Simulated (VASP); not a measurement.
# HPbNO4 (P1) in VASP: further runs

Aim: see how the results for HPbNO4 move with the level of theory and the settings. Levels: PBE, PBE+D3(BJ). Tasks: single point.

Everything below comes from runs of VASP 6.6.1. Logs are shortened: lines on timing, memory, paths and dates and some standing lists are left out, and cuts for length are marked.

**1. The cell of the first run**

The typed cell holds 7 atoms: a = 4.287 Å, b = 4.424 Å, c = 6.861 Å, α = 71.95°, β = 72.29°, γ = 62.23°.

**2. Single point, PBE**

Contents of INCAR:

```
  PREC = Accurate
  ENCUT = 520
  EDIFF = 1E-6
  ISMEAR = -1
  SIGMA = 0.05
  LREAL = False
  LASPH = True
  NELM = 100
  ALGO = Normal
  ISIF = 2
  LWAVE = False
  LCHARG = True
  GGA = PE
  LELF = True
  LVHAR = True
  NBANDS = 31
```

Contents of KPOINTS:

```
Automatic mesh
0
Gamma
  7 7 5
```

Contents of POSCAR:

```
HPbNO4
1.0
    4.2865236784      0.0000000000      0.0000000000
    2.0613716353      3.9148238239      0.0000000000
    2.0870047017      1.3040847999      6.4045144137
H Pb N O
1 1 1 4
Direct
    0.8914500000      0.6820200000      0.6279600000
    0.1442600000      0.9287200000      0.8835200000
    0.2567000000      0.2886100000      0.3017100000
    0.8310800000      0.6505600000      0.7840500000
    0.3869400000      0.2238000000      0.1129500000
    0.3110400000      0.0357600000      0.4585600000
    0.0772600000      0.6063300000      0.3227500000
```

Potentials or basis: VASP PAW PBE potentials, release 64 (H, Pb_d, N, O).

Launch:

```console
$ cat potpaw_PBE.64/H/POTCAR potpaw_PBE.64/Pb_d/POTCAR potpaw_PBE.64/N/POTCAR potpaw_PBE.64/O/POTCAR > POTCAR
$ mpirun -np 1 vasp_std > vasp.out
```

OUTCAR:

```text
PREC = Accurate
   ENCUT = 520
   EDIFF = 1E-6
   ISMEAR = -1
   LREAL = False
   LASPH = True
   NELM = 100
   ISIF = 2
   GGA = PE

 ion  position               nearest neighbor table
   1  0.891  0.682  0.628-   4 1.00
   2  0.144  0.929  0.884-   4 2.53   4 2.56   6 2.73   4 2.77   5 2.87   7 2.90   5 2.97   5 2.99

   3  0.257  0.289  0.302-   6 1.28   7 1.28   5 1.31
   4  0.831  0.651  0.784-   1 1.00   2 2.53   2 2.56   2 2.77
   5  0.387  0.224  0.113-   3 1.31   2 2.87   2 2.97   2 2.99
   6  0.311  0.036  0.459-   3 1.28   2 2.73
   7  0.077  0.606  0.323-   3 1.28   2 2.90

  LATTYP: Found a triclinic cell.
 ALAT       =     6.8610517172
 B/A-ratio  =     1.0080441743
 C/A-ratio  =     0.6247618959
 COS(alpha) =     0.0037062124
 COS(beta)  =     0.3041814561
 COS(gamma) =     0.7937730465

  Lattice vectors:

 A1 = (   2.0870047017,   1.3040847999,   6.4045144137)
 A2 = (   0.0256330664,  -2.6107390240,   6.4045144137)
 A3 = (   4.2865236784,   0.0000000000,   0.0000000000)

Analysis of symmetry for initial positions (statically):
=====================================================================
 Subroutine PRICEL returns:
 Original cell was already a primitive cell.

 Routine SETGRP: Setting up the symmetry group for a
 triclinic supercell.

 Subroutine GETGRP returns: Found  1 space group operations
 (whereof  1 operations were pure point group operations)
 out of a pool of  2 trial point group operations.

The static configuration has the point symmetry C_1 .

Analysis of symmetry for dynamics (positions and initial velocities):
=====================================================================
 Subroutine PRICEL returns:
 Original cell was already a primitive cell.

 Routine SETGRP: Setting up the symmetry group for a
 triclinic supercell.

 Subroutine GETGRP returns: Found  1 space group operations
 (whereof  1 operations were pure point group operations)
 out of a pool of  2 trial point group operations.

The dynamic configuration has the point symmetry C_1 .

 Subroutine INISYM returns: Found  1 space group operations
 (whereof  1 operations are pure point group operations),
 and found     1 'primitive' translations

----------------------------------------------------------------------------------------

                                     Primitive cell

  volume of cell :     107.4741

  direct lattice vectors                    reciprocal lattice vectors
     4.286523678  0.000000000  0.000000000     0.233289275 -0.122839728 -0.051008144
     2.061371635  3.914823824  0.000000000     0.000000000  0.255439336 -0.052012461
     2.087004702  1.304084800  6.404514414     0.000000000  0.000000000  0.156139863

  length of vectors
     4.286523678  4.424375503  6.861051717     0.268542949  0.260680937  0.156139863

  position of ions in fractional coordinates (direct lattice)
     0.891450000  0.682020000  0.627960000
     0.144260000  0.928720000  0.883520000
     0.256700000  0.288610000  0.301710000
     0.831080000  0.650560000  0.784050000
     0.386940000  0.223800000  0.112950000
     0.311040000  0.035760000  0.458560000
     0.077260000  0.606330000  0.322750000

  ion indices of the primitive-cell ions
   primitive index   ion index
                 1           1
                 2           2
                 3           3
                 4           4
                 5           5
                 6           6
                 7           7

----------------------------------------------------------------------------------------

 KPOINTS: Automatic mesh

Automatic generation of k-mesh.
 Grid dimensions read from file:
 generate k-points for:    7    7    5

 Generating k-lattice:

  Cartesian coordinates                     Fractional coordinates (reciprocal lattice)
     0.033327039 -0.017548533 -0.007286878     0.142857143 -0.000000000  0.000000000
     0.000000000  0.036491334 -0.007430352     0.000000000  0.142857143  0.000000000
     0.000000000  0.000000000  0.031227973     0.000000000  0.000000000  0.200000000

  Length of vectors
     0.038363278  0.037240134  0.031227973

  Shift w.r.t. Gamma in fractional coordinates (k-lattice)
     0.000000000  0.000000000  0.000000000

 Subroutine IBZKPT returns following result:
 ===========================================

 Found    123 irreducible k-points:

 Following reciprocal coordinates:
            Coordinates               Weight
  0.000000  0.000000  0.000000      1.000000
  0.142857  0.000000 -0.000000      2.000000
  0.285714  0.000000  0.000000      2.000000
  0.428571  0.000000  0.000000      2.000000
  0.000000  0.142857  0.000000      2.000000
  0.142857  0.142857  0.000000      2.000000
[... 16 lines left out ...]
 -0.428571  0.428571 -0.000000      2.000000
 -0.285714  0.428571 -0.000000      2.000000
 [... further k-points ...]
   k-points           NKPTS =    123   k-points in BZ     NKDIM =    123   number of bands    NBANDS=     31
   number of dos      NEDOS =    301   number of ions     NIONS =      7
   total plane-waves  NPLWV =  62208
   dimension x,y,z NGX =    32 NGY =   36 NGZ =   54
   dimension x,y,z NGXF=    64 NGYF=   72 NGZF=  108
   ions per type =               1   1   1   4
   NGX,Y,Z   is equivalent  to a cutoff of  12.41, 13.53, 13.08 a.u.
   NGXF,Y,Z  is equivalent  to a cutoff of  24.82, 27.05, 26.17 a.u.
 SYSTEM =  unknown system
   PREC   = accura    normal or accurate (medium, high low for compatibility)
   ISTART =      0    job   : 0-new  1-cont  2-samecut
   ICHARG =      2    charge: 1-file 2-atom 10-const
   ISPIN  =      1    spin polarized calculation?
   LNONCOLLINEAR =      F non collinear calculations
   LSORBIT =      F    spin-orbit coupling
   LASPH  =      T    aspherical Exc in radial PAW
   ENCUT  =  520.0 eV  38.22 Ry    6.18 a.u.   7.97  8.23 12.76*2*pi/ulx,y,z
   NELM   =    100;   NELMIN=  2; NELMDL= -5     # of ELM steps
   EDIFF  = 0.1E-05   stopping-criterion for ELM
   LREAL  =      F    real-space projection
   EDIFFG = 0.1E-04   stopping-criterion for IOM
   NSW    =      0    number of steps for IOM
   IBRION =     -1    ionic relax: 0-MD 1-quasi-New 2-CG
   NFREE  =      0    steps in history (QN), initial steepest desc. (CG)
   ISIF   =      2    stress and relaxation
   ISYM   =      2    0-nonsym 1-usesym 2-fastsym
   POTIM  = 0.5000    time-step for ionic-motion
   TEBEG  =    0.0;   TEEND  =   0.0 temperature during run
   PSTRESS=    0.0 pullay stress
   NELECT =      44.0000    total number of electrons
   NUPDOWN=      -1.0000    fix difference up-down
   EMIN   =  10.00;   EMAX   =-10.00  energy-range for DOS
   EFERMI =   0.00;   METHOD = LEGACY
   ISMEAR =    -1;   SIGMA  =   0.05  broadening in eV -4-tet -1-fermi 0-gaus
   EFERMI_NEDOS =   21; number of points for ismear=-14 and -15
   IALGO  =     38    algorithm
   IMIX   =      4    mixing-type and parameters
     AMIX     =   0.40;   BMIX     =  1.00
     AMIX_MAG =   1.60;   BMIX_MAG =  1.00
  volume/ion in A,a.u.               =      15.35       103.61
  Fermi-wavevector in a.u.,A,eV,Ry     =   1.215601  2.297153 20.105147  1.477687
  Thomas-Fermi vector in A             =   2.350983
   LORBIT       =      0    0 simple, 1 ext, 2 COOP (PROOUT), +10 PAW based schemes
   GGA     = PE    functional components
   LHFCALC =     F    Hartree Fock is set to
   AEXX    =    0.0000 exact exchange contribution
   IVDW    =     0    specifies the selected vdW correction
   LEPSILON=     F    determine dielectric tensor
   LRPA    =     F    only Hartree local field effects (RPA)
 non-spin polarized calculation
  energy-cutoff  :      520.00
  volume of cell :      107.47
 maximum number of plane-waves:      2913
   NGX = 15   NGY = 17   NGZ = 25

 number of electron      44.0000000 magnetization

 Free energy of the ion-electron system (eV)
  ---------------------------------------------------
  ext. energy  EPLUGINS =         0.00000000
  ---------------------------------------------------
  free energy    TOTEN  =       -40.36008397 eV

  energy without entropy =      -40.36008397  energy(sigma->0) =      -40.36008397

 E-fermi :   1.4813     XC(G=0):  -8.3643

 val. band max:        0.3954608809   @ k =  -0.2857   0.2857   0.4000
 cond. band min:       3.1317839694   @ k =  -0.2857   0.4286   0.4000
 fundamental gap:      2.7363230886
 Fermi energy:         1.4813179189

 k-point     1 :       0.0000    0.0000    0.0000
  band No.  band energies     occupation
      1     -24.7929      2.00000
      2     -19.6131      2.00000
      3     -19.3008      2.00000
      4     -16.9392      2.00000
      5     -15.0402      2.00000
      6     -15.0185      2.00000
[... 23 lines left out ...]
     30      11.6179      0.00000
     31      12.2645      0.00000

 k-point     2 :       0.1429    0.0000   -0.0000
  band No.  band energies     occupation
      1     -24.7884      2.00000
      2     -19.6212      2.00000
      3     -19.3029      2.00000
      4     -16.9377      2.00000
      5     -15.0415      2.00000
      6     -15.0338      2.00000
[... 23 lines left out ...]
     30      11.2830      0.00000
     31      11.6738      0.00000

 k-point     3 :       0.2857    0.0000    0.0000
  band No.  band energies     occupation
      1     -24.7781      2.00000
      2     -19.6399      2.00000
      3     -19.3065      2.00000
      4     -16.9358      2.00000
      5     -15.0463      2.00000
      6     -15.0379      2.00000
[... 703 lines left out ...]
     30      11.2166      0.00000
     31      11.5778      0.00000

 k-point    24 :      -0.2857    0.4286   -0.0000
  band No.  band energies     occupation
      1     -24.7580      2.00000
      2     -19.6918      2.00000
      3     -19.3129      2.00000
      4     -16.9354      2.00000
      5     -15.0458      2.00000
      6     -15.0335      2.00000
[... 23 lines left out ...]
     30      10.4598      0.00000
     31      11.5350      0.00000

 [... further k-points ...]

------------------------ aborting loop because EDIFF is reached ----------------------------------------

  FORCE on cell =-STRESS in cart. coord.  units (eV):
  Direction    XX          YY          ZZ          XY          YZ          ZX
  --------------------------------------------------------------------------------------
  -------------------------------------------------------------------------------------
  Total       -1.3487104     -3.4617992     -4.0695341      0.1373504      0.0196478     -0.0058282
  in kB      -20.1059984    -51.6070216    -60.6668734      2.0475617      0.2929005     -0.0868838
  external PRESSURE =     -44.1266311 kB  Pullay stress =       0.0000000 kB

 VOLUME and BASIS-vectors are now :
 -----------------------------------------------------------------------------
  energy-cutoff  :      520.00
  volume of cell :      107.47
      direct lattice vectors                 reciprocal lattice vectors
     4.286523678  0.000000000  0.000000000     0.233289275 -0.122839728 -0.051008144
     2.061371635  3.914823824  0.000000000     0.000000000  0.255439336 -0.052012461
     2.087004702  1.304084800  6.404514414     0.000000000  0.000000000  0.156139863

 POSITION                                       TOTAL-FORCE (eV/Angst)
 -----------------------------------------------------------------------------------
      6.53767      3.48890      4.02178         0.002351      0.059626      0.696706
      4.37672      4.78796      5.65852        -0.010771     -0.116833     -0.067231
      2.32495      1.52331      1.93231        -0.006033      0.019144      0.093985
      6.53981      3.56930      5.02146         0.012792      0.008891     -0.568485
      2.35569      1.02343      0.72339        -0.027675      0.413867      0.835063
      2.36401      0.73800      2.93685        -0.033426      0.683337     -0.818303
      2.25463      2.79457      2.06706         0.062761     -1.068032     -0.171735
 -----------------------------------------------------------------------------------
    total drift:                                0.000469     -0.000170     -0.000197

  FREE ENERGIE OF THE ION-ELECTRON SYSTEM (eV)
  ---------------------------------------------------
  free  energy   TOTEN  =       -40.3600839703 eV

  energy  without entropy=      -40.3600839702  energy(sigma->0) =      -40.36008397
```

It took 13 min on 1 thread of AMD EPYC 7R13, shared host; peak memory 0.47 GiB.

Results:

- Free energy: -40.3601 eV
- Pressure: -4.4 GPa
- Largest force: 1.084 eV/Å
- Band gap on the k mesh: 2.74 eV (least direct gap 2.76 eV)

Forces on the atoms (eV/Å):
```
H    0.002  0.060  0.697
Pb  -0.011 -0.117 -0.067
N   -0.006  0.019  0.094
O    0.013  0.009 -0.568
O   -0.028  0.414  0.835
O   -0.033  0.683 -0.818
O    0.063 -1.068 -0.172
```

Levels at points of the mesh, in eV from the valence-band top:
```
           k point  band 19  band 20  band 21  band 22  band 23  band 24  band 25  band 26
(0.00, 0.00, 0.00)    -1.83    -1.37    -1.16    -0.60     3.42     4.22     5.29     5.99
```

Caveat: the cell stands under tension; spin-orbit coupling is left out, which moves the levels of the heavy elements; forces of over 1 eV/Å act on the atoms, so gaps and moduli don't describe the material at rest.

**3. Single point, PBE+D3(BJ)**

This run uses another cell than the first one, of 14.14 Å³/atom.

Contents of INCAR:

```
SYSTEM = HPbNO4
PREC = Accurate ; ENCUT = 520
EDIFF = 1E-6 ; ISMEAR = -1
SIGMA = 0.05 ; LREAL = .False.
LASPH = .True. ; NELM = 80
ALGO = Normal ; ISIF = 2
LWAVE = .False. ; LCHARG = .False.
GGA = PE ; IVDW = 12
NBANDS = 31
```

Contents of KPOINTS:

```
regular mesh
0
Gamma
  5 5 3
  0 0 0
```

Contents of POSCAR:

```
HPbNO4
1.0
    4.1636582813      0.0000067722      0.0037338419
    2.0022923554      3.7885795032     -0.0145045772
    2.0327653220      1.2353666910      6.2705662877
H Pb N O
1 1 1 4
Direct
    0.8941391798      0.6807186655      0.6236963643
    0.1390854240      0.9378552590      0.8833826152
    0.2568376824      0.2868582030      0.3038581892
    0.8322801826      0.6509268629      0.7801709916
    0.3883145809      0.2206250424      0.1142608969
    0.3132937819      0.0309509342      0.4593032024
    0.0747791685      0.6078650330      0.3268277405
```

Potentials or basis: VASP PAW PBE potentials, release 64 (H, Pb_d, N, O).

Launch:

```console
$ cat potpaw_PBE.64/H/POTCAR potpaw_PBE.64/Pb_d/POTCAR potpaw_PBE.64/N/POTCAR potpaw_PBE.64/O/POTCAR > POTCAR
$ mpirun -np 1 vasp_std > vasp.out
```

Run time: 57 s. Hardware: 1 thread of Intel Xeon 6975P-C (Granite Rapids), shared host; peak memory 0.29 GiB.

It converged, with:

| Property | Result |
| --- | --- |
| Free energy | -41.1741 eV |
| Pressure | 0.6 GPa |
| Largest force | 0.428 eV/Å |
| Band gap on the k mesh | 2.81 eV |
| Dispersion energy per atom | -0.108 eV |

Forces in eV/Å, atoms in the order of the input:
```
H   -0.001 -0.009 -0.107
Pb   0.000  0.007  0.007
N    0.004 -0.054 -0.087
O    0.001  0.005  0.092
O    0.006 -0.121 -0.291
O    0.012 -0.253  0.339
O   -0.024  0.425  0.047
```

Stress tensor (GPa, compression positive):
```
-0.22 -0.06  0.01
-0.06  0.99 -0.09
 0.01 -0.09  1.04
```

Levels at points of the mesh, in eV from the valence-band top:
```csv
k point,band 18,band 19,band 20,band 21,band 22,band 23,band 24,band 25,band 26,band 27
"(0.00, 0.00, 0.00)",-2.08,-2.05,-1.52,-1.43,-0.73,3.57,4.31,5.62,6.31,6.40
```

Caveat: the standard files for N, O and F lose accuracy on very short bonds; spin-orbit coupling is left out, which moves the levels of the heavy elements.
